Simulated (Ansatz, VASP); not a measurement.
## One calculation of Pt, two programs

Contents of INCAR:

```
PREC = Accurate
ENCUT = 520
EDIFF = 1E-6
ISMEAR = -1
SIGMA = 0.1
LREAL = False
LASPH = True
NELM = 60
ALGO = Normal
ISIF = 2
LWAVE = False
LCHARG = False
GGA = PS
NBANDS = 17
```

File KPOINTS:

```
Automatic mesh
0
Gamma
  15 15 8
```

POSCAR

```
Pt
1.0
    2.7323186338      0.0000000000      0.0000000000
   -1.3661593169      2.3662573481      0.0000000000
    0.0000000000      0.0000000000      4.6858157122
Pt
2
Direct
    0.3333333333      0.6666666667      0.2500000000
    0.6666666667      0.3333333333      0.7500000000
```

Input for Ansatz:

```yaml
crystal:
  lattice:
    - [2.7323186338, 0.0, 0.0]
    - [-1.3661593169, 2.3662573481, 0.0]
    - [0.0, 0.0, 4.6858157122]
  atoms:
    - { symbol: Pt, position: [0.3333333333, 0.6666666667, 0.25] }
    - { symbol: Pt, position: [0.6666666667, 0.3333333333, 0.75] }
hamiltonian:
  xc: pbesol
  pseudopotentials:
    kind: paw
    azcp:
      Pt: "pseudopotentials/Pt.paw.azcp"
basis:
  ecutwfc: 420
  fft_grid_basis: typed
kpoints:
  mp_grid: { grid: [15, 15, 8], shift: [0, 0, 0] }
magnetization:
  spin_polarized: false
scf:
  occupations: { method: fermi_dirac, width: 0.1 }
  lower_state_search: "off"
output:
  stress: true
```

Alike in both runs: task single point; functional PBEsol; k mesh 15 × 15 × 8; occupations fermi-dirac, width 0.1 eV; no spin polarisation.

|  | VASP | Ansatz |
| --- | --- | --- |
| version | VASP 6.6.1 | Ansatz 0.2.0 |
| potentials or method | VASP PAW PBE potentials, release 64 (Pt), cutoff 520 eV | plane waves (420 eV) with PAW, scalar-relativistic |
| valence electrons in the cell | 20 | 36 |

```tsv
	VASP	Ansatz	Ansatz less VASP
pressure (GPa)	-0.3	0.1	+0.39
traceless stress, the component that is largest in VASP (GPa)	0.13	0.24	+0.104
```

VASP's potentials were made for PBE, not for PBEsol, and Ansatz warns of the same on its side. VASP's potentials hold 20 valence electrons a cell and Ansatz's 36, so a difference there can come from the potentials and not from the codes.

Neither program's run includes spin-orbit coupling.
